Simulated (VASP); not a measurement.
A run of VASP 6.6.1:

Contents of INCAR:

```
PREC = Accurate ; ENCUT = 520
EDIFF = 1E-7 ; ISMEAR = 0
SIGMA = 0.15 ; LREAL = False
LASPH = True ; NELM = 60
ALGO = Normal ; ISIF = 2
LWAVE = False ; LCHARG = True
GGA = PE ; LELF = True
LVHAR = True ; NBANDS = 16
```

File KPOINTS:

```
regular mesh
0
Gamma
  10 10 14
```

Contents of POSCAR:

```
Al2Cu
1.0
    3.8327000000      0.0000000000      0.0000000000
    0.0000000000      3.8327000000      0.0000000000
    0.0000000000      0.0000000000      2.8847334069
Al Cu
2 1
Direct
    0.5000000000      0.0000000000      0.5000000000
    0.0000000000      0.5000000000      0.5000000000
    0.0000000000      0.0000000000      0.0000000000
```

Potentials or basis: VASP PAW PBE potentials, release 64 (Al, Cu).

Launch:

```sh
$ cat potpaw_PBE.64/Al/POTCAR potpaw_PBE.64/Cu/POTCAR > POTCAR
$ mpirun -np 1 vasp_std > vasp.out
```

Hardware: 1 thread of Intel(R) Xeon(R) 6975P-C (Granite Rapids), with other jobs on the host.

Q: How long does it take, and how much memory?

A: Run time: 51 s on 1 thread of Intel(R) Xeon(R) 6975P-C (Granite Rapids), on a shared host, peak memory 0.23 GiB. Counts: scf iterations 15, k points 168.
